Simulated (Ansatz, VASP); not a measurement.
**NaTi2O2: VASP beside Ansatz**

File INCAR:

```
ALGO     = Normal         # electronic algorithm
EDIFF    = 1E-6           # SCF threshold, eV
EDIFFG   = -0.01          # ionic threshold
ENCUT    = 600            # plane-wave cutoff, eV
GGA      = PE             # functional
IBRION   = 2              # ionic algorithm
ISIF     = 3              # what is computed and relaxed
ISMEAR   = 0              # smearing method
LASPH    = True           # aspherical terms in the spheres
LCHARG   = False          # write CHGCAR
LREAL    = False          # projectors in reciprocal space
LWAVE    = False          # write WAVECAR
NELM     = 100            # most SCF steps
NSW      = 100            # ionic steps
PREC     = Accurate       # precision mode
SIGMA    = 0.1            # smearing width, eV
```

File KPOINTS:

```
k-points
0
Gamma
  12 12 6
```

File POSCAR:

```
NaTi2O2
1.0
    2.9907607685      0.0000000000      0.0000000000
   -1.4953803843      2.5900748022      0.0000000000
    0.0000000000      0.0000000000      7.8988444715
Na Ti O
1 2 2
Direct
    0.0000000000      0.0000000000      0.0000000000
    0.6666666667      0.3333333333      0.3495884980
    0.3333333333      0.6666666667      0.6504115020
    0.6666666667      0.3333333333      0.7939620774
    0.3333333333      0.6666666667      0.2060379226
```

Input for Ansatz:

```yaml
crystal:
  lattice:
    - [2.9907607685, 0.0, 0.0]
    - [-1.4953803843, 2.5900748022, 0.0]
    - [0.0, 0.0, 7.8988444715]
  atoms:
    - { symbol: Na, position: [0.0, 0.0, 0.0] }
    - { symbol: Ti, position: [0.6666666667, 0.3333333333, 0.349588498] }
    - { symbol: Ti, position: [0.3333333333, 0.6666666667, 0.650411502] }
    - { symbol: O, position: [0.6666666667, 0.3333333333, 0.7939620774] }
    - { symbol: O, position: [0.3333333333, 0.6666666667, 0.2060379226] }
basis:
  ecutwfc: 420
kpoints:
  mp_grid: { grid: [12, 12, 6] }
hamiltonian:
  xc: pbe
scf:
  occupations: { method: gaussian, width: 0.1 }
output:
  forces: true
  stress: true
  eigenvalues: true
  write_density: true
  write_potential: true
  elf: true
  volumetric_format: npy
relax:
  adjacent_minimum: "off"
  f_tol: 0.01
  max_steps: 80
  cell: { stress_tol: 0.05 }
```

Change from the starting cell: species swapped into the Na2HfN2 type (P-3m1, No. 164).

Alike in both runs: task relaxation of cell and atoms; functional PBE; k mesh 12 × 12 × 6; occupations gaussian, width 0.1 eV; no spin polarisation.

```csv
,VASP,Ansatz
version,VASP 6.6.1,Ansatz 0.2.0
potentials or method,"VASP PAW PBE potentials, release 64 (Na_pv, Ti_sv, O), cutoff 600 eV","scalar-relativistic, plane waves, PAW"
valence electrons in the cell,43,45
```

|  | VASP | Ansatz | Ansatz less VASP |
| --- | --- | --- | --- |
| gap on the k mesh at the Fermi level, each at its own relaxed structure (eV) | none | none | - |
| relaxed volume (Å³/atom) | 12.25 | 12.24 | -0.011 |
| relaxed length of the cell vector where the two differ most in proportion (Å) | 7.900 | 7.898 | -0.0026 |

A gap of «none» marks a metal or a gap that the smearing closes. VASP's potentials hold 43 valence electrons a cell and Ansatz's 45, so a difference there can come from the potentials and not from the codes.
